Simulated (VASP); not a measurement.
**Ti: single point with PBEsol**

Crystal: Ti.

```
Ti
1.0
     4.13576    0.00000    0.00000
    -2.06788    3.58167    0.00000
     0.00000    0.00000    2.60707
Ti
3
Direct
  0.00000 0.00000 0.00000
  0.33333 0.66667 0.50000
  0.66667 0.33333 0.50000
```

```yaml
Program: VASP 6.6.1
Task: single point
Functional: PBEsol
Potentials_or_basis: VASP PAW PBE potentials, release 64 (Ti_sv)
Cutoff: 520 eV
k_mesh: 5 × 5 × 6
Occupations: fermi-dirac, width 0.05 eV
Spin: no spin polarisation
Dipole_correction: no
Further_INCAR_settings: ALGO = Normal; EDIFF = 1e-06; NBANDS = 25
```

* Pressure: 44.3 GPa
* Band gap on the k mesh: zero (band 18 reaches 12.08 eV, above the bottom of band 19 at 11.39 eV)

Stress tensor (GPa, compression positive):
```
44.33  0.00  0.00
 0.00 44.33  0.00
 0.00  0.00 44.17
```

Levels at points of the mesh, in eV from the Fermi level:
| k point | band 16 | band 17 | band 18 | band 19 | band 20 | band 21 |
| --- | --- | --- | --- | --- | --- | --- |
| (0.00, 0.00, 0.00) | -0.59 | -0.48 | -0.48 | 0.22 | 1.02 | 1.74 |
| (0.00, 0.00, 0.50) | -2.32 | -2.01 | -1.47 | 1.47 | 1.47 | 1.84 |

Run time: 17 s on 1 thread of Intel Xeon 6975P-C, with other jobs on the host, peak memory 0.15 GiB.

Caveat: the k points lie up to 0.40 Å⁻¹ apart; the PAW data sets were made with another functional, which shifts forces and pressure a little.
